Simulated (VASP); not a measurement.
# BN (R3m) in VASP: a series of runs, part 3 of 3

VASP 6.6.1. Earlier steps stand in the parts before.

## 4. Single point, PBEsol

INCAR reads:

```
SYSTEM = BN
ALGO = Normal
EDIFF = 1E-6
ENCUT = 600
GGA = PS
GGA_COMPAT = .False.
ISIF = 2
ISMEAR = 0
LASPH = .True.
LCHARG = .False.
LREAL = .False.
LWAVE = .False.
NBANDS = 11
NELM = 120
PREC = Accurate
SIGMA = 0.01
```

KPOINTS reads:

```
k-points
0
Gamma
  8 8 8
  0 0 0
```

POSCAR reads:

```
BN
1.0
    1.2511220000      0.7223350000      3.3729340000
   -1.2511220000      0.7223350000      3.3729340000
    0.0000000000     -1.4446710000      3.3729340000
B N
1 1
Direct
    0.9996710000      0.9996710000      0.9996710000
    0.3327620000      0.3327620000      0.3327620000
```

Potentials or basis: VASP PAW PBE potentials, release 64 (B, N).

Run with:

```bash
$ cat potpaw_PBE.64/B/POTCAR potpaw_PBE.64/N/POTCAR > POTCAR
$ mpirun -np 1 vasp_std > vasp.out
```

OUTCAR:

```text
SYSTEM = BN
   EDIFF = 1E-6
   ENCUT = 600
   GGA = PS
   ISIF = 2
   ISMEAR = 0
   LASPH = .True.
   LREAL = .False.
   NELM = 120
   PREC = Accurate

 ion  position               nearest neighbor table
   1  1.000  1.000  1.000-   2 1.44   2 1.44   2 1.44
   2  0.333  0.333  0.333-   1 1.44   1 1.44   1 1.44

  LATTYP: Found a trigonal (rhomboedric) cell.
 ALAT       =     3.6692993717
 COS(alpha) =     0.7674785490

  Lattice vectors:

 A1 = (   1.2511220000,   0.7223350000,   3.3729340000)
 A2 = (  -1.2511220000,   0.7223350000,   3.3729340000)
 A3 = (   0.0000000000,  -1.4446710000,   3.3729340000)

Analysis of symmetry for initial positions (statically):
=====================================================================
 Subroutine PRICEL returns:
 Original cell was already a primitive cell.

 Routine SETGRP: Setting up the symmetry group for a
 trigonal (rhombohedral) supercell.

 Subroutine GETGRP returns: Found  6 space group operations
 (whereof  6 operations were pure point group operations)
 out of a pool of 12 trial point group operations.

The static configuration has the point symmetry C_3v.

Analysis of symmetry for dynamics (positions and initial velocities):
=====================================================================
 Subroutine PRICEL returns:
 Original cell was already a primitive cell.

 Routine SETGRP: Setting up the symmetry group for a
 trigonal (rhombohedral) supercell.

 Subroutine GETGRP returns: Found  6 space group operations
 (whereof  6 operations were pure point group operations)
 out of a pool of 12 trial point group operations.

The dynamic configuration has the point symmetry C_3v.

 Subroutine INISYM returns: Found  6 space group operations
 (whereof  6 operations are pure point group operations),
 and found     1 'primitive' translations

----------------------------------------------------------------------------------------

                                     Primitive cell

  volume of cell :      18.2893
[... 112 lines left out ...]
  Thomas-Fermi vector in A             =   2.377059
   LORBIT       =      0    0 simple, 1 ext, 2 COOP (PROOUT), +10 PAW based schemes
   GGA     = PS    functional components
   LHFCALC =     F    Hartree Fock is set to
   AEXX    =    0.0000 exact exchange contribution
   IVDW    =     0    specifies the selected vdW correction
   LEPSILON=     F    determine dielectric tensor
   LRPA    =     F    only Hartree local field effects (RPA)
 non-spin polarized calculation
 Gauss-broadening in eV      SIGMA  =   0.01
  energy-cutoff  :      600.00
  volume of cell :       18.29
 maximum number of plane-waves:       628
 NGX is ok and might be reduce to    30
   NGX = 15   NGY = 15   NGZ = 15

 number of electron       8.0000000 magnetization

 Free energy of the ion-electron system (eV)
  ---------------------------------------------------
  ext. energy  EPLUGINS =         0.00000000
  ---------------------------------------------------
  free energy    TOTEN  =       -18.28790923 eV

  energy without entropy =      -18.28790923  energy(sigma->0) =      -18.28790923

 E-fermi :   2.1193     XC(G=0): -10.2084

 val. band max:        2.0411330301   @ k =  -0.1250   0.5000   0.1250
 cond. band min:       6.2263551264   @ k =   0.5000   0.5000   0.0000
 fundamental gap:      4.1852220963
 Fermi energy:         2.1193179929

 k-point     1 :       0.0000    0.0000    0.0000
  band No.  band energies     occupation
      1     -15.6884      2.00000
      2      -2.1560      2.00000
      3       0.7879      2.00000
      4       0.7879      2.00000
      5       7.0184      0.00000
      6      13.6894      0.00000
      7      13.6894      0.00000
      8      15.1657      0.00000
      9      16.7698      0.00000
     10      27.7330      0.00000
     11      29.7588      0.00000
[... 309 lines left out ...]
 k-point    24 :       0.3750    0.1250    0.1250
  band No.  band energies     occupation
      1     -14.4259      2.00000
      2      -3.0489      2.00000
      3      -1.4396      2.00000
      4      -0.8304      2.00000
      5       9.8575      0.00000
      6      12.3477      0.00000
      7      13.5857      0.00000
      8      18.1754      0.00000
      9      18.9735      0.00000
     10      23.7121      0.00000
     11      25.6956      0.00000

 [... further k-points ...]
[... 5 lines left out ...]
  --------------------------------------------------------------------------------------
  -------------------------------------------------------------------------------------
  Total        0.1332983      0.1332982      0.0251581      0.0000000     -0.0000000      0.0000000
  in kB       11.6771693     11.6771600      2.2038920      0.0000000     -0.0000002      0.0000000
  external PRESSURE =       8.5194071 kB  Pullay stress =       0.0000000 kB

 VOLUME and BASIS-vectors are now :
 -----------------------------------------------------------------------------
  energy-cutoff  :      600.00
  volume of cell :       18.29
      direct lattice vectors                 reciprocal lattice vectors
     1.251122000  0.722335000  3.372934000     0.399641282  0.230733094  0.098825951
    -1.251122000  0.722335000  3.372934000    -0.399641282  0.230733094  0.098825951
     0.000000000 -1.444671000  3.372934000     0.000000000 -0.461466189  0.098825883

 POSITION                                       TOTAL-FORCE (eV/Angst)
 -----------------------------------------------------------------------------------
      0.00000     -0.00000     10.11547         0.000000      0.000000     -0.002552
      0.00000     -0.00000      3.36715         0.000000     -0.000000      0.002552
 -----------------------------------------------------------------------------------
    total drift:                               -0.000000      0.000022      0.000056

  FREE ENERGIE OF THE ION-ELECTRON SYSTEM (eV)
  ---------------------------------------------------
  free  energy   TOTEN  =       -18.2879092261 eV

  energy  without entropy=      -18.2879092261  energy(sigma->0) =      -18.28790923
```

OSZICAR:

```text
N       E                     dE             d eps       ncg     rms          rms(c)
DAV:   1     0.176445446822E+02    0.17645E+02   -0.50186E+03  1446   0.765E+02
DAV:   2    -0.190033588898E+02   -0.36648E+02   -0.34961E+02  1687   0.183E+02
DAV:   3    -0.200168814414E+02   -0.10135E+01   -0.10116E+01  1781   0.272E+01
DAV:   4    -0.200199227067E+02   -0.30413E-02   -0.30412E-02  1588   0.162E+00
DAV:   5    -0.200199342919E+02   -0.11585E-04   -0.11585E-04  1747   0.917E-02    0.780E+00
DAV:   6    -0.184885957591E+02    0.15313E+01   -0.48980E+00  1709   0.128E+01    0.361E+00
DAV:   7    -0.183300261049E+02    0.15857E+00   -0.22965E-01  1661   0.350E+00    0.217E+00
DAV:   8    -0.182875062640E+02    0.42520E-01   -0.10958E-01  1724   0.202E+00    0.238E-01
DAV:   9    -0.182876234995E+02   -0.11724E-03   -0.24444E-03  1592   0.418E-01    0.131E-01
DAV:  10    -0.182878901175E+02   -0.26662E-03   -0.40611E-04  1604   0.155E-01    0.223E-02
DAV:  11    -0.182879091789E+02   -0.19061E-04   -0.35922E-05  1709   0.403E-02    0.186E-02
DAV:  12    -0.182879092261E+02   -0.47153E-07   -0.75545E-06  1598   0.193E-02
   1 F= -.18287909E+02 E0= -.18287909E+02  d E =-.187227E-30
```

Wall time 10 s (1 thread of Intel Xeon 6975P-C (Granite Rapids), shared host); peak memory 0.16 GiB.

What came out:

| Quantity | Value |
| --- | --- |
| Free energy | -18.2879 eV |
| Pressure | 0.9 GPa |
| Band gap on the k mesh | 4.19 eV, indirect (least direct gap 4.88 eV) |

Forces on the atoms (eV/Å):
```
B    0.000  0.000 -0.003
N    0.000  0.000  0.003
```

Stress tensor (GPa, compression positive):
```
1.17 0.00 0.00
0.00 1.17 0.00
0.00 0.00 0.22
```

Caveat: the PAW data sets were made with another functional, which shifts forces and pressure a little. A k mesh can miss the band edges.

## 5. Single point, PBEsol

INCAR reads:

```
PREC = Accurate ; ENCUT = 600
EDIFF = 1E-6 ; ISMEAR = 0
SIGMA = 0.01 ; LREAL = F
LASPH = T ; NELM = 120
ALGO = Normal ; ISIF = 2
LWAVE = F ; LCHARG = T
GGA = PS ; LELF = T
LVHAR = T ; NBANDS = 11
GGA_COMPAT = F
```

KPOINTS reads:

```
regular mesh
0
Gamma
  9 9 9
```

POSCAR is that of step 4.

Run with:

```bash
$ cat potpaw_PBE.64/B/POTCAR potpaw_PBE.64/N/POTCAR > POTCAR
$ mpirun -np 1 vasp_std > vasp.out
```

Run time: 14 s. Hardware: 1 thread of Intel Xeon 6975P-C (Granite Rapids), shared host; peak memory 0.17 GiB.

The run converged. Its results:

```
Free energy            : -18.2880 eV
Pressure               : 0.9 GPa
Band gap on the k mesh : 4.28 eV, indirect (least direct gap 4.63 eV)
```

Forces in eV/Å, atoms in the order of the input:
```
B    0.000  0.000 -0.003
N    0.000  0.000  0.003
```

Stress tensor (GPa, compression positive):
```
1.17 0.00 0.00
0.00 1.17 0.00
0.00 0.00 0.22
```

Levels at points of the mesh, in eV from the valence-band top:
```
           k point  band 2  band 3  band 4  band 5  band 6  band 7
(0.00, 0.00, 0.00)   -4.20   -1.26   -1.26    4.97   11.64   11.64
```

Caveat: the PAW data sets were made with another functional, which shifts forces and pressure a little. A k mesh can miss the band edges.

## 6. The runs side by side

```csv
k mesh,gap on the mesh (eV),pressure (GPa)
4 × 4 × 4,4.73,0.7
5 × 5 × 5,4.65,0.9
8 × 8 × 8,4.19,0.9
9 × 9 × 9,4.28,0.9
```

Alike in all rows: task single point; level PBEsol; potentials or basis VASP PAW PBE potentials, release 64 (B, N); no spin polarisation; cell as given; cutoff (eV) 600; smearing gaussian 0.01 eV.

Caveats: some runs use coarse meshes; the PAW data sets were made with another functional, which shifts forces and pressure a little.

Absolute energies hang on the potentials; compare differences alone.
